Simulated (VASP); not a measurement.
# TiAl (P4/mmm) in VASP: notebook

TiAl is run at these levels: r2SCAN; tasks: single point.

All numbers are computed with VASP 6.6.1; they aren't measurements. Logs are shortened: lines on timing, memory, paths and dates and some standing lists are left out, and cuts for length are marked.

### Step 1. The cell of the first run

Symmetry: P4/mmm, No. 123, tetragonal system. Conventional cell: a = 2.810 Å, b = 2.810 Å, c = 3.883 Å, α = 90.00°, β = 90.00°, γ = 90.00°. Within 3.7 Å of Ti (site symmetry 4/mmm) lie 8 Al at 2.78 Å and 4 Ti at 2.81 Å. Al (site symmetry 4/mmm) has 8 Ti at 2.78 Å and 4 Al at 2.81 Å within 3.7 Å.

### Step 2. Single point, r2SCAN (strain along c alone, the other axes held: -4.5 %)

Input file POSCAR:

```
TiAl
1.0
    2.8098424331      0.0000000000      0.0000000000
    0.0000000000      2.8098424331      0.0000000000
    0.0000000000      0.0000000000      3.8828077685
Ti Al
1 1
Direct
    0.5000000000      0.5000000000      0.5000000000
    0.0000000000      0.0000000000      0.0000000000
```

Input file INCAR.step1:

```
SYSTEM = TiAl
PREC = Accurate
ENCUT = 520
ISMEAR = 0
SIGMA = 0.1
LREAL = .False.
LASPH = .True.
NELM = 60
NBANDS = 14
GGA = PE
ALGO = Normal
EDIFF = 1E-4
LWAVE = .True.
LCHARG = .False.
```

Input file INCAR.step2:

```
SYSTEM = TiAl
PREC = Accurate
ENCUT = 520
EDIFF = 1E-7
ISMEAR = 0
SIGMA = 0.1
LREAL = .False.
LASPH = .True.
NELM = 60
ALGO = Normal
ISIF = 2
LWAVE = .False.
LCHARG = .False.
METAGGA = R2SCAN
LMIXTAU = .True.
NBANDS = 14
ISTART = 1
```

Input file KPOINTS:

```
Automatic mesh
0
Gamma
  18 18 14
  0 0 0
```

Potentials or basis: VASP PAW PBE potentials, release 64 (Ti_sv, Al).

Run with:

```sh
$ cat potpaw_PBE.64/Ti_sv/POTCAR potpaw_PBE.64/Al/POTCAR > POTCAR
$ cp INCAR.step1 INCAR
$ mpirun -np 1 vasp_std > vasp.out
$ cp INCAR.step2 INCAR
$ mpirun -np 1 vasp_std > vasp.out
```

OUTCAR:

```text
SYSTEM = TiAl
   PREC = Accurate
   ENCUT = 520
   EDIFF = 1E-7
   ISMEAR = 0
   LREAL = .False.
   LASPH = .True.
   NELM = 60
   ISIF = 2
   METAGGA = R2SCAN
   ISTART = 1

 ion  position               nearest neighbor table
   1  0.500  0.500  0.500-   2 2.78   2 2.78   2 2.78   2 2.78   2 2.78   2 2.78   2 2.78   2 2.78

   2  0.000  0.000  0.000-   1 2.78   1 2.78   1 2.78   1 2.78   1 2.78   1 2.78   1 2.78   1 2.78

  LATTYP: Found a simple tetragonal cell.
 ALAT       =     2.8098424331
 C/A-ratio  =     1.3818596099

  Lattice vectors:

 A1 = (   2.8098424331,   0.0000000000,   0.0000000000)
 A2 = (   0.0000000000,   2.8098424331,   0.0000000000)
 A3 = (   0.0000000000,   0.0000000000,   3.8828077685)

Analysis of symmetry for initial positions (statically):
=====================================================================
 Subroutine PRICEL returns:
 Original cell was already a primitive cell.

 Routine SETGRP: Setting up the symmetry group for a
 simple tetragonal supercell.

 Subroutine GETGRP returns: Found 16 space group operations
 (whereof 16 operations were pure point group operations)
 out of a pool of 16 trial point group operations.

The static configuration has the point symmetry D_4h.

Analysis of symmetry for dynamics (positions and initial velocities):
=====================================================================
 Subroutine PRICEL returns:
 Original cell was already a primitive cell.

 Routine SETGRP: Setting up the symmetry group for a
 simple tetragonal supercell.

 Subroutine GETGRP returns: Found 16 space group operations
 (whereof 16 operations were pure point group operations)
 out of a pool of 16 trial point group operations.

The dynamic configuration has the point symmetry D_4h.

 Subroutine INISYM returns: Found 16 space group operations
 (whereof 16 operations are pure point group operations),
 and found     1 'primitive' translations

----------------------------------------------------------------------------------------

                                     Primitive cell

  volume of cell :      30.6556

  direct lattice vectors                    reciprocal lattice vectors
     2.809842433  0.000000000  0.000000000     0.355891842  0.000000000  0.000000000
     0.000000000  2.809842433  0.000000000     0.000000000  0.355891842  0.000000000
     0.000000000  0.000000000  3.882807769     0.000000000  0.000000000  0.257545585

  length of vectors
     2.809842433  2.809842433  3.882807769     0.355891842  0.355891842  0.257545585

  position of ions in fractional coordinates (direct lattice)
     0.500000000  0.500000000  0.500000000
     0.000000000  0.000000000  0.000000000

  ion indices of the primitive-cell ions
[... 85 lines left out ...]
   PSTRESS=    0.0 pullay stress
   NELECT =      15.0000    total number of electrons
   NUPDOWN=      -1.0000    fix difference up-down
   EMIN   =  10.00;   EMAX   =-10.00  energy-range for DOS
   EFERMI =   0.00;   METHOD = LEGACY
   ISMEAR =     0;   SIGMA  =   0.10  broadening in eV -4-tet -1-fermi 0-gaus
   EFERMI_NEDOS =   21; number of points for ismear=-14 and -15
   IALGO  =     38    algorithm
   IMIX   =      4    mixing-type and parameters
     AMIX     =   0.40;   BMIX     =  1.00
     AMIX_MAG =   1.60;   BMIX_MAG =  1.00
  volume/ion in A,a.u.               =      15.33       103.44
  Fermi-wavevector in a.u.,A,eV,Ry     =   1.290036  2.437815 22.642734  1.664194
  Thomas-Fermi vector in A             =   2.421893
   LORBIT       =      0    0 simple, 1 ext, 2 COOP (PROOUT), +10 PAW based schemes
   METAGGA = R2SCAN    functional components
   LHFCALC =     F    Hartree Fock is set to
   AEXX    =    0.0000 exact exchange contribution
   IVDW    =     0    specifies the selected vdW correction
   LEPSILON=     F    determine dielectric tensor
   LRPA    =     F    only Hartree local field effects (RPA)
 non-spin polarized calculation
 Gauss-broadening in eV      SIGMA  =   0.10
  energy-cutoff  :      520.00
  volume of cell :       30.66
 maximum number of plane-waves:       848
 NGX is ok and might be reduce to    24
   NGX = 11   NGY = 11   NGZ = 15

 number of electron      14.9999996 magnetization

 Free energy of the ion-electron system (eV)
  ---------------------------------------------------
  ext. energy  EPLUGINS =         0.00000000
  ---------------------------------------------------
  free energy    TOTEN  =       -20.55448652 eV

  energy without entropy =      -20.54626186  energy(sigma->0) =      -20.55037419

 E-fermi :   8.9517     XC(G=0): -12.1119

 val. band max:        8.9516236290   @ k =   0.2222   0.0000   0.4286
 cond. band min:       8.9522630522   @ k =   0.3889   0.2222   0.0000
 fundamental gap:      0.0006394233
 Fermi energy:         8.9516942050

 k-point     1 :       0.0000    0.0000    0.0000
  band No.  band energies     occupation
      1     -49.8982      2.00000
      2     -25.2745      2.00000
      3     -24.7937      2.00000
      4     -24.7937      2.00000
      5      -0.8819      2.00000
      6       6.9624      2.00000
      7       7.8950      2.00000
      8       9.0087      0.42033
      9      11.3597      0.00000
     10      11.3597      0.00000
     11      12.7157      0.00000
     12      16.4161      0.00000
     13      17.7460      0.00000
     14      17.7460      0.00000
[... 377 lines left out ...]
      1     -49.8411      2.00000
      2     -25.2179      2.00000
      3     -25.1901      2.00000
      4     -24.8201      2.00000
      5       1.5954      2.00000
      6       6.8545      2.00000
      7       7.6930      2.00000
      8       8.4589      2.00000
      9      10.9731      0.00000
     10      11.0047      0.00000
     11      12.8786      0.00000
     12      14.3754      0.00000
     13      16.0925      0.00000
     14      18.1118      0.00000

 [... further k-points ...]
[... 5 lines left out ...]
  --------------------------------------------------------------------------------------
  -------------------------------------------------------------------------------------
  Total        0.9521825      0.9521825      1.6548926      0.0000000      0.0000000      0.0000000
  in kB       49.7646523     49.7646523     86.4909311      0.0000000      0.0000000      0.0000000
  external PRESSURE =      62.0067452 kB  Pullay stress =       0.0000000 kB

 VOLUME and BASIS-vectors are now :
 -----------------------------------------------------------------------------
  energy-cutoff  :      520.00
  volume of cell :       30.66
      direct lattice vectors                 reciprocal lattice vectors
     2.809842433  0.000000000  0.000000000     0.355891842  0.000000000  0.000000000
     0.000000000  2.809842433  0.000000000     0.000000000  0.355891842  0.000000000
     0.000000000  0.000000000  3.882807769     0.000000000  0.000000000  0.257545585

 POSITION                                       TOTAL-FORCE (eV/Angst)
 -----------------------------------------------------------------------------------
      1.40492      1.40492      1.94140         0.000000      0.000000      0.000000
      0.00000      0.00000      0.00000         0.000000      0.000000      0.000000
 -----------------------------------------------------------------------------------
    total drift:                                0.000000      0.000000     -0.000000

  FREE ENERGIE OF THE ION-ELECTRON SYSTEM (eV)
  ---------------------------------------------------
  free  energy   TOTEN  =       -20.5544865161 eV

  energy  without entropy=      -20.5462618590  energy(sigma->0) =      -20.55037419
```

OSZICAR.step1:

```text
N       E                     dE             d eps       ncg     rms          rms(c)
DAV:   1     0.112301861146E+03    0.11230E+03   -0.72339E+03 12376   0.109E+03
DAV:   2    -0.383021756889E+01   -0.11613E+03   -0.11153E+03 12692   0.311E+02
DAV:   3    -0.132555004627E+02   -0.94253E+01   -0.91981E+01 21258   0.766E+01
DAV:   4    -0.138875088711E+02   -0.63201E+00   -0.63059E+00 14586   0.155E+01
DAV:   5    -0.139060203236E+02   -0.18511E-01   -0.18507E-01 17524   0.269E+00    0.103E+01
DAV:   6    -0.124765288615E+02    0.14295E+01   -0.53615E+00 14312   0.302E+01    0.332E+00
DAV:   7    -0.123568412308E+02    0.11969E+00   -0.51036E-01 13546   0.890E+00    0.210E+00
DAV:   8    -0.123512856190E+02    0.55556E-02   -0.10800E-01 15638   0.368E+00    0.692E-01
DAV:   9    -0.123478013777E+02    0.34842E-02   -0.30735E-02 13718   0.252E+00    0.379E-01
DAV:  10    -0.123470924337E+02    0.70894E-03   -0.24152E-03 14814   0.630E-01    0.112E-01
DAV:  11    -0.123469731085E+02    0.11933E-03   -0.10037E-03 15334   0.360E-01    0.650E-02
DAV:  12    -0.123469662950E+02    0.68135E-05   -0.57182E-05  7594   0.992E-02
   1 F= -.12346966E+02 E0= -.12342364E+02  d E =-.920479E-02
```

Run time: 8.1 min. Hardware: 1 thread of Intel Xeon 6975P-C (Granite Rapids), shared host; peak memory 0.32 GiB.

Results:

```yaml
Free_energy: -20.5545 eV
Pressure: 6.2 GPa
Band_gap_on_the_k_mesh: zero (an odd number of electrons rules out a gap without spin polarisation)
```

Stress tensor (GPa, compression positive):
```
4.98 0.00 0.00
0.00 4.98 0.00
0.00 0.00 8.65
```

Caveat: the cell differs from its parent crystal (strain along c alone, the other axes held: -4.5 %); the cell stands under pressure; the PAW data sets were made with another functional, which shifts forces and pressure a little.

### Step 3. Single point, r2SCAN (strain along c alone, the other axes held: -3.0 %)

POSCAR, as its differences from that of step 2:

```diff
@@ -4,3 +4,3 @@
     0.0000000000      2.8098424331      0.0000000000
-    0.0000000000      0.0000000000      3.8828077685
+    0.0000000000      0.0000000000      3.9437942780
 Ti Al
```

Input file INCAR.step1:

```
ALGO = Normal
EDIFF = 1E-4
ENCUT = 520
GGA = PE
ISMEAR = 0
LASPH = True
LCHARG = False
LREAL = False
LWAVE = True
NBANDS = 14
NELM = 100
PREC = Accurate
SIGMA = 0.1
```

Input file INCAR.step2:

```
ALGO = Normal
EDIFF = 1E-6
ENCUT = 520
ISIF = 2
ISMEAR = 0
ISTART = 1
LASPH = True
LCHARG = False
LMIXTAU = True
LREAL = False
LWAVE = False
METAGGA = R2SCAN
NBANDS = 14
NELM = 100
PREC = Accurate
SIGMA = 0.1
```

Input file KPOINTS:

```
k-points
0
Gamma
  18 18 14
```

Potentials or basis: VASP PAW PBE potentials, release 64 (Ti_sv, Al).

Run with:

```sh
$ cat potpaw_PBE.64/Ti_sv/POTCAR potpaw_PBE.64/Al/POTCAR > POTCAR
$ cp INCAR.step1 INCAR
$ mpirun -np 1 vasp_std > vasp.out
$ cp INCAR.step2 INCAR
$ mpirun -np 1 vasp_std > vasp.out
```

Wall time 5.9 min (1 thread of Intel Xeon 6975P-C (Granite Rapids), shared host); peak memory 0.32 GiB.

The run converged. Its results:

| Property | Result |
| --- | --- |
| Free energy | -20.5766 eV |
| Pressure | 4.1 GPa |
| Band gap on the k mesh | zero (an odd number of electrons rules out a gap without spin polarisation) |

Stress tensor (GPa, compression positive):
```
3.16 0.00 0.00
0.00 3.16 0.00
0.00 0.00 5.92
```

Levels at points of the mesh, in eV from the Fermi level:
```csv
k point,band 6,band 7,band 8,band 9,band 10,band 11
"(0.00, 0.00, 0.00)",-1.99,-1.02,-0.15,2.40,2.40,3.76
"(0.50, 0.00, 0.00)",-4.95,-1.75,-0.26,2.04,2.79,4.72
"(0.50, 0.50, 0.00)",-0.69,-0.69,-0.56,-0.18,-0.18,4.45
"(0.00, 0.00, 0.50)",-5.70,-0.80,1.00,1.95,1.95,3.78
"(0.50, 0.00, 0.50)",-3.28,-1.42,-1.33,1.77,2.11,2.49
"(0.50, 0.50, 0.50)",-2.59,-2.59,2.24,2.53,2.68,4.31
```

Caveat: the cell differs from its parent crystal (strain along c alone, the other axes held: -3.0 %); the cell stands under pressure; the PAW data sets were made with another functional, which shifts forces and pressure a little.

[end of part 1 of 2]
